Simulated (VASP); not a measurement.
Set up this calculation in VASP 6.6.1, as the native input.

```
Task                   : single point
Functional             : PBE
Potentials or basis    : VASP PAW PBE potentials, release 64 (Tm_3, F), 4f in core
Cutoff                 : 600 eV
k mesh                 : 10 × 10 × 4
Occupations            : gaussian, width 0.1 eV
Spin                   : no spin polarisation
Dipole correction      : no
Further INCAR settings : ALGO = Normal; EDIFF = 1e-06; NBANDS = 44
```

The structure of Tm3F lies in POSCAR:

```
Tm3F
1.0
    3.5203654946      0.0000000000      0.0000000000
    0.0000000000      3.5340428935      0.0000000000
    0.0000000000      0.0000000000     16.9204758371
Tm F
6 2
Direct
    0.5000000000      0.5004024932      0.2527877309
    0.0000000000      0.4995975068      0.7527877309
    0.0000000000      0.0003961345      0.3985011905
    0.5000000000      0.9996038655      0.8985011905
    0.0000000000      0.0003693181      0.1147817446
    0.5000000000      0.9996306819      0.6147817446
    0.0000000000      0.9998506288      0.9837376162
    0.5000000000      0.0001493712      0.4837376162
```

The input as run:

INCAR

```
PREC = Accurate
ENCUT = 600
EDIFF = 1E-6
ISMEAR = 0
SIGMA = 0.1
LREAL = False
LASPH = True
NELM = 200
ALGO = Normal
ISIF = 2
LWAVE = False
LCHARG = False
GGA = PE
NBANDS = 44
GGA_COMPAT = False
LMAXMIX = 6
```

KPOINTS

```
regular mesh
0
Gamma
  10 10 4
```

Potentials or basis: VASP PAW PBE potentials, release 64 (Tm_3, F), 4f in core.

Run with:

```bash
$ cat potpaw_PBE.64/Tm_3/POTCAR potpaw_PBE.64/F/POTCAR > POTCAR
$ mpirun -np 1 vasp_std > vasp.out
```

It gave:

```json
{
  "Pressure": "0.6 GPa",
  "Largest force": "0.052 eV/Å",
  "Band gap on the k mesh": "zero (bands 34 and 35 overlap by 0.78 eV)"
}
```

Caveat: spin-orbit coupling is left out, which moves the levels of the heavy elements; the 4f electrons are frozen in the core, so they carry no moment and show no levels; the run has no spin polarisation, though such a crystal can be magnetic.

It took 17 min on 1 thread of Intel(R) Xeon(R) Platinum 8488C (Sapphire Rapids) (shared host), peak memory 0.95 GiB.
